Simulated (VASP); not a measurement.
# Cs (Im-3m) in VASP: a series of runs, part 2 of 2

VASP 6.6.1. Earlier steps stand in the parts before.

## 4. Single point, PBE

This run uses another cell than the first one, of 35.47 Å³/atom.

INCAR

```
SYSTEM = Cs
  ALGO = Normal
  EDIFF = 1E-6
  ENCUT = 500
  GGA = PE
  GGA_COMPAT = .FALSE.
  ISIF = 2
  ISMEAR = -1
  LASPH = .TRUE.
  LCHARG = .FALSE.
  LREAL = .FALSE.
  LWAVE = .FALSE.
  NBANDS = 10
  NELM = 120
  PREC = Accurate
  SIGMA = 0.1
```

KPOINTS

```
k-points
0
G
  10 10 10
  0 0 0
```

POSCAR

```
Cs
1.0
   -2.0698745039      2.0698745039      2.0698745039
    2.0698745039     -2.0698745039      2.0698745039
    2.0698745039      2.0698745039     -2.0698745039
Cs
1
Direct
    0.0000000000      0.0000000000      0.0000000000
```

Potentials or basis: VASP PAW PBE potentials, release 64 (Cs_sv).

Launch:

```console
cat potpaw_PBE.64/Cs_sv/POTCAR > POTCAR
mpirun -np 1 vasp_std > vasp.out
```

OUTCAR:

```text
SYSTEM = Cs
   EDIFF = 1E-6
   ENCUT = 500
   GGA = PE
   ISIF = 2
   ISMEAR = -1
   LASPH = .TRUE.
   LREAL = .FALSE.
   NELM = 120
   PREC = Accurate

 ion  position               nearest neighbor table
   1  0.000  0.000  0.000-

  LATTYP: Found a body centered cubic cell.
 ALAT       =     4.1397490078

  Lattice vectors:

 A1 = (  -2.0698745039,   2.0698745039,   2.0698745039)
 A2 = (   2.0698745039,  -2.0698745039,   2.0698745039)
 A3 = (   2.0698745039,   2.0698745039,  -2.0698745039)

Analysis of symmetry for initial positions (statically):
=====================================================================
 Subroutine PRICEL returns:
 Original cell was already a primitive cell.

 Routine SETGRP: Setting up the symmetry group for a
 body centered cubic supercell.

 Subroutine GETGRP returns: Found 48 space group operations
 (whereof 48 operations were pure point group operations)
 out of a pool of 48 trial point group operations.

The static configuration has the point symmetry O_h .

[... 162 lines left out ...]
 fundamental gap:      0.0678985609
 Fermi energy:         5.6486278733

 k-point     1 :       0.0000    0.0000    0.0000
  band No.  band energies     occupation
      1     -18.9087      2.00000
      2      -3.7942      2.00000
      3      -3.7942      2.00000
      4      -3.7942      2.00000
      5       4.2550      2.00000
      6       8.7859      0.00000
      7       8.7859      0.00000
      8       8.7859      0.00000
      9      11.0671      0.00000
     10      11.0671      0.00000
[... 287 lines left out ...]
 k-point    24 :      -0.3000    0.3000    0.1000
  band No.  band energies     occupation
      1     -18.4282      2.00000
      2      -6.0653      2.00000
      3      -4.5903      2.00000
      4      -4.1299      2.00000
      5       5.7334      0.59962
      6       7.4586      0.00000
      7       7.9748      0.00000
      8      10.3011      0.00000
      9      12.0348      0.00000
     10      12.8013      0.00000

 [... further k-points ...]

------------------------ aborting loop because EDIFF is reached ----------------------------------------

  FORCE on cell =-STRESS in cart. coord.  units (eV):
  Direction    XX          YY          ZZ          XY          YZ          ZX
  --------------------------------------------------------------------------------------
  -------------------------------------------------------------------------------------
  Total        2.2940227      2.2940227      2.2940227      0.0000000      0.0000000      0.0000000
  in kB      103.6134805    103.6134805    103.6134805      0.0000000      0.0000000      0.0000000
  external PRESSURE =     103.6134805 kB  Pullay stress =       0.0000000 kB

 VOLUME and BASIS-vectors are now :
 -----------------------------------------------------------------------------
  energy-cutoff  :      500.00
  volume of cell :       35.47
      direct lattice vectors                 reciprocal lattice vectors
    -2.069874504  2.069874504  2.069874504     0.000000000  0.241560539  0.241560539
     2.069874504 -2.069874504  2.069874504     0.241560539  0.000000000  0.241560539
     2.069874504  2.069874504 -2.069874504     0.241560539  0.241560539  0.000000000

 POSITION                                       TOTAL-FORCE (eV/Angst)
 -----------------------------------------------------------------------------------
      0.00000      0.00000      0.00000        -0.000000      0.000000     -0.000000
 -----------------------------------------------------------------------------------
    total drift:                               -0.000000      0.000000     -0.000000

  FREE ENERGIE OF THE ION-ELECTRON SYSTEM (eV)
  ---------------------------------------------------
  free  energy   TOTEN  =         0.4489091284 eV

  energy  without entropy=        0.4960196443  energy(sigma->0) =        0.47246439
```

OSZICAR:

```text
N       E                     dE             d eps       ncg     rms          rms(c)
DAV:   1     0.423728667492E+02    0.42373E+02   -0.40999E+03   940   0.732E+02
DAV:   2     0.230981914388E+01   -0.40063E+02   -0.39137E+02  1230   0.124E+02
DAV:   3     0.389255557372E+00   -0.19206E+01   -0.19133E+01  1152   0.288E+01
DAV:   4     0.381398981274E+00   -0.78566E-02   -0.78541E-02  1150   0.204E+00
DAV:   5     0.381384304311E+00   -0.14677E-04   -0.14677E-04  1106   0.880E-02    0.103E+00
DAV:   6     0.433196171160E+00    0.51812E-01   -0.60594E-02  1032   0.124E+00    0.489E-01
DAV:   7     0.448933472822E+00    0.15737E-01   -0.52341E-02   980   0.117E+00    0.128E-01
DAV:   8     0.448893524858E+00   -0.39948E-04   -0.53170E-04  1050   0.159E-01    0.149E-02
DAV:   9     0.448902536626E+00    0.90118E-05   -0.10523E-05  1156   0.210E-02    0.709E-03
DAV:  10     0.448909341844E+00    0.68052E-05   -0.15919E-06  1062   0.107E-02    0.120E-03
DAV:  11     0.448909128352E+00   -0.21349E-06   -0.13187E-07   536   0.194E-03
   1 F= 0.44890913E+00 E0= 0.47246439E+00  d E =-.471105E-01
```

Wall time 6.3 s (1 thread of Intel Xeon 6975P-C (Granite Rapids), shared host); peak memory 0.15 GiB.

What came out:

```
Free energy            : 0.4489 eV
Pressure               : 10.4 GPa
Band gap on the k mesh : zero (an odd number of electrons rules out a gap without spin polarisation)
```

Levels at points of the mesh, in eV from the Fermi level:
```csv
k point,band 2,band 3,band 4,band 5,band 6,band 7,band 8,band 9
"(0.00, 0.00, 0.00)",-9.44,-9.44,-9.44,-1.39,3.14,3.14,3.14,5.42
"(0.50, 0.00, 0.00)",-12.72,-10.42,-9.56,-1.00,0.81,5.64,6.18,7.09
"(0.50, 0.50, 0.50)",-11.55,-11.55,-11.55,-1.67,-1.67,9.16,9.16,9.16
```

Caveat: the cell stands under pressure; spin-orbit coupling is left out, which moves the levels of the heavy elements.

## 5. Single point, PBE

This run uses another cell than the first one, of 116.65 Å³/atom.

INCAR

```
SYSTEM = Cs
PREC     = Accurate       ! precision mode
ENCUT    = 500            ! plane-wave cutoff, eV
EDIFF    = 1E-6           ! SCF threshold, eV
ISMEAR   = -1             ! smearing method
SIGMA    = 0.1            ! smearing width, eV
LREAL    = .FALSE.        ! projectors in reciprocal space
LASPH    = .TRUE.         ! aspherical terms in the spheres
NELM     = 120            ! most SCF steps
ALGO     = Normal         ! electronic algorithm
ISIF     = 2              ! what is computed and relaxed
LWAVE    = .FALSE.        ! write WAVECAR
LCHARG   = .TRUE.         ! write CHGCAR
GGA      = PE             ! functional
LELF     = .TRUE.         ! ELF
LVHAR    = .TRUE.       
NBANDS   = 10             ! bands
GGA_COMPAT= .FALSE.
```

KPOINTS

```
regular mesh
0
G
  10 10 10
  0 0 0
```

POSCAR

```
Cs
1.0
   -3.0780490702      3.0780490702      3.0780490702
    3.0780490702     -3.0780490702      3.0780490702
    3.0780490702      3.0780490702     -3.0780490702
Cs
1
Direct
    0.0000000000      0.0000000000      0.0000000000
```

Potentials or basis: VASP PAW PBE potentials, release 64 (Cs_sv).

Launch:

```console
cat potpaw_PBE.64/Cs_sv/POTCAR > POTCAR
mpirun -np 1 vasp_std > vasp.out
```

OUTCAR:

```text
SYSTEM = Cs
   PREC = Accurate
   ENCUT = 500
   EDIFF = 1E-6
   ISMEAR = -1
   LREAL = .FALSE.
   LASPH = .TRUE.
   NELM = 120
   ISIF = 2
   GGA = PE

 ion  position               nearest neighbor table
   1  0.000  0.000  0.000-

  LATTYP: Found a body centered cubic cell.
 ALAT       =     6.1560981404

  Lattice vectors:

 A1 = (  -3.0780490702,   3.0780490702,   3.0780490702)
 A2 = (   3.0780490702,  -3.0780490702,   3.0780490702)
[... 490 lines left out ...]
     10       4.0952      0.00000

 [... further k-points ...]

------------------------ aborting loop because EDIFF is reached ----------------------------------------

  FORCE on cell =-STRESS in cart. coord.  units (eV):
  Direction    XX          YY          ZZ          XY          YZ          ZX
  --------------------------------------------------------------------------------------
  -------------------------------------------------------------------------------------
  Total       -0.0012872     -0.0012872     -0.0012872      0.0000000      0.0000000     -0.0000000
  in kB       -0.0176789     -0.0176789     -0.0176789      0.0000000      0.0000000     -0.0000000
  external PRESSURE =      -0.0176789 kB  Pullay stress =       0.0000000 kB

 VOLUME and BASIS-vectors are now :
 -----------------------------------------------------------------------------
  energy-cutoff  :      500.00
  volume of cell :      116.65
      direct lattice vectors                 reciprocal lattice vectors
    -3.078049070  3.078049070  3.078049070     0.000000000  0.162440555  0.162440555
     3.078049070 -3.078049070  3.078049070     0.162440555  0.000000000  0.162440555
     3.078049070  3.078049070 -3.078049070     0.162440555  0.162440555  0.000000000

 POSITION                                       TOTAL-FORCE (eV/Angst)
 -----------------------------------------------------------------------------------
      0.00000      0.00000      0.00000         0.000000      0.000000      0.000000
 -----------------------------------------------------------------------------------
    total drift:                               -0.000000      0.000000     -0.000000

  FREE ENERGIE OF THE ION-ELECTRON SYSTEM (eV)
  ---------------------------------------------------
  free  energy   TOTEN  =        -0.8709348121 eV

  energy  without entropy=       -0.8288624305  energy(sigma->0) =       -0.84989862
```

OSZICAR:

```text
N       E                     dE             d eps       ncg     rms          rms(c)
DAV:   1     0.509123460463E+02    0.50912E+02   -0.27587E+03   940   0.595E+02
DAV:   2     0.440150610181E+01   -0.46511E+02   -0.45337E+02  1188   0.106E+02
DAV:   3    -0.791453339219E+00   -0.51930E+01   -0.51853E+01  1086   0.407E+01
DAV:   4    -0.868923943866E+00   -0.77471E-01   -0.77451E-01  1194   0.577E+00
DAV:   5    -0.869310391091E+00   -0.38645E-03   -0.38643E-03  1350   0.373E-01    0.129E-01
DAV:   6    -0.869861366355E+00   -0.55098E-03   -0.13560E-03  1186   0.178E-01    0.884E-02
DAV:   7    -0.870834830174E+00   -0.97346E-03   -0.33656E-03  1026   0.289E-01    0.360E-02
DAV:   8    -0.870934069900E+00   -0.99240E-04   -0.12740E-04  1054   0.694E-02    0.403E-03
DAV:   9    -0.870935564872E+00   -0.14950E-05   -0.37671E-06  1460   0.102E-02    0.279E-03
DAV:  10    -0.870934812063E+00    0.75281E-06   -0.80071E-07  1020   0.450E-03
   1 F= -.87093481E+00 E0= -.84989862E+00  d E =-.420724E-01
```

stdout:

```text
POSCAR found type information on POSCAR Cs
 POSCAR found :  1 types and       1 ions
 scaLAPACK will be used
 LDA part: xc-table for (Slater+PW92), standard interpolation
 POSCAR, INCAR and KPOINTS ok, starting setup
 FFT: planning ... GRIDC
 FFT: planning ... GRID_SOFT
 FFT: planning ... GRID
 WAVECAR not read
 entering main loop
```

Wall time 17 s (1 thread of Intel Xeon 6975P-C (Granite Rapids), shared host); peak memory 0.25 GiB.

What came out:

```
Free energy            : -0.8709 eV
Pressure               : 0.0 GPa
Band gap on the k mesh : zero (an odd number of electrons rules out a gap without spin polarisation)
```

Caveat: spin-orbit coupling is left out, which moves the levels of the heavy elements.

## 6. The runs side by side

| cell | gap on the mesh (eV) | pressure (GPa) |
| --- | --- | --- |
| a = 3.221 Å, angles 109.5°, 1 atom | none | 31.6 |
| a = 3.329 Å, angles 109.5°, 1 atom | none | 21.0 |
| a = 3.585 Å, angles 109.5°, 1 atom | none | 10.4 |
| a = 5.331 Å, angles 109.5°, 1 atom | none | 0.0 |

Alike in all rows: task single point; level PBE; potentials or basis VASP PAW PBE potentials, release 64 (Cs_sv); no spin polarisation; k mesh 10 × 10 × 10; cutoff (eV) 500; smearing fermi-dirac 0.1 eV.

Caveats: spin-orbit coupling is left out, which moves the levels of the heavy elements; the cell stands under pressure (at least some runs).

Total energies depend on the potentials used, so only differences within one code and one set of settings carry meaning.
